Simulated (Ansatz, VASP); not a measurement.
Two plane-wave programs on Nb3CrGa

Contents of INCAR:

```
SYSTEM = Nb3CrGa
ALGO = Normal
EDIFF = 1E-6
EDIFFG = -0.04
ENCUT = 600
GGA = PE
IBRION = 2
ISIF = 3
ISMEAR = 0
ISPIN = 2
LASPH = .True.
LCHARG = .False.
LMAXMIX = 4
LORBIT = 11
LREAL = .False.
LWAVE = .False.
MAGMOM = 0 0 0 3.17 0
NELM = 150
NSW = 90
PREC = Accurate
SIGMA = 0.1
```

Contents of KPOINTS:

```
k-points
0
Gamma
  4 4 4
  0 0 0
```

Contents of POSCAR:

```
Nb3CrGa
1.0
    4.1770797481      0.0000000000      0.0000000000
    0.0000000000      4.1770797481      0.0000000000
    0.0000000000      0.0000000000      4.1770797481
Nb Cr Ga
3 1 1
Direct
    0.0000000000      0.5000000000      0.5000000000
    0.5000000000      0.0000000000      0.5000000000
    0.5000000000      0.5000000000      0.0000000000
    0.0000000000      0.0000000000      0.0000000000
    0.5000000000      0.5000000000      0.5000000000
```

Input for Ansatz:

```yaml
crystal:
  lattice:
    - [4.1770797481, 0.0, 0.0]
    - [0.0, 4.1770797481, 0.0]
    - [0.0, 0.0, 4.1770797481]
  atoms:
    - { symbol: Nb, position: [0.0, 0.5, 0.5] }
    - { symbol: Nb, position: [0.5, 0.0, 0.5] }
    - { symbol: Nb, position: [0.5, 0.5, 0.0] }
    - { symbol: Cr, position: [0.0, 0.0, 0.0], spin: 3.17 }
    - { symbol: Ga, position: [0.5, 0.5, 0.5] }
basis:
  ecutwfc: 420
kpoints:
  mp_grid: { grid: [4, 4, 4] }
hamiltonian:
  xc: pbe
scf:
  occupations: { method: gaussian, width: 0.1 }
  lower_state_search: "off"
output:
  forces: true
  stress: true
  eigenvalues: true
  populations: true
magnetization:
  spin_polarized: true
relax:
  adjacent_minimum: "off"
  f_tol: 0.04
  max_steps: 70
  cell: { stress_tol: 0.4 }
```

Alike in both runs: task relaxation of cell and atoms; functional PBE; k mesh 4 × 4 × 4; occupations gaussian, width 0.1 eV; collinear spin.

|  | VASP | Ansatz |
| --- | --- | --- |
| version | VASP 6.6.1 | Ansatz 0.2.0 |
| potentials or method | VASP PAW PBE potentials, release 64 (Nb_sv, Cr_pv, Ga_d), cutoff 600 eV | scalar-relativistic, plane waves, PAW |
| valence electrons in the cell | 64 | 66 |

```csv
,VASP,Ansatz,Ansatz less VASP
"gap on the k mesh at the Fermi level, each at its own relaxed structure (eV)",none,none,-
net moment per atom (μB),0.14,0.70,+0.562
size of the moment on the site where the two differ most (μB),0.09,3.89,+3.805
relaxed volume (Å³/atom),20.71,21.36,+0.642
relaxed length of the cell vector where the two differ most in proportion (Å),4.696,4.744,+0.0480
```

The net moments are unlike, so the other rows may belong to different states. Site moments also hang on the region over which each program counts them. A gap of «none» marks a metal or a gap that the smearing closes. VASP's potentials hold 64 valence electrons a cell and Ansatz's 66, so a difference there can come from the potentials and not from the codes.

The k mesh is coarse, so the values compare programs but aren't converged. Noted on VASP's run: the volume moved by over 15 % at a fixed basis, so the end points are rough.
